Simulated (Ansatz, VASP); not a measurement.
Nb in VASP and in Ansatz

INCAR

```
SYSTEM = Nb
PREC = Accurate ; ENCUT = 520
EDIFF = 1E-6 ; ISMEAR = -1
SIGMA = 0.1 ; LREAL = .False.
LASPH = .True. ; NELM = 60
ALGO = Normal ; ISIF = 2
LWAVE = .False. ; LCHARG = .False.
GGA = PS ; NBANDS = 12
```

KPOINTS

```
Automatic mesh
0
Gamma
  14 14 14
  0 0 0
```

Contents of POSCAR:

```
Nb
1.0
    2.5904940793      0.0000000000      0.0000000000
    0.0000000000      2.5904940793      0.0000000000
    0.0000000000      0.0000000000      2.5904940793
Nb
1
Direct
    0.0000000000      0.0000000000      0.0000000000
```

Input for Ansatz:

```yaml
crystal:
  lattice:
    - [2.5904940793, 0.0, 0.0]
    - [0.0, 2.5904940793, 0.0]
    - [0.0, 0.0, 2.5904940793]
  atoms:
    - { symbol: Nb, position: [0.0, 0.0, 0.0] }
kpoints:
  mp_grid: { grid: [14, 14, 14] }
scf:
  occupations: { method: fermi_dirac, width: 0.1 }
hamiltonian:
  xc: pbesol
  pseudopotentials: { kind: all_electron, lapw: { basis_error: 0.001 } }
output:
  forces: true
  stress: true
  eigenvalues: true
  populations: true
```

Change from the starting cell: volume scaled by 0.9, LAPW.

Alike in both runs: task single point; functional PBEsol; k mesh 14 × 14 × 14; occupations fermi-dirac, width 0.1 eV; no spin polarisation.

|  | VASP | Ansatz |
| --- | --- | --- |
| version | VASP 6.6.1 | Ansatz 0.2.0 |
| potentials or method | VASP PAW PBE potentials, release 64 (Nb_sv), cutoff 520 eV | all-electron LAPW, scalar-relativistic |

```csv
,VASP,Ansatz,Ansatz less VASP
pressure (GPa),18.1,18.2,+0.10
```

VASP's potentials were made for PBE, not for PBEsol. Ansatz ran all-electron here, and VASP with PAW potentials.
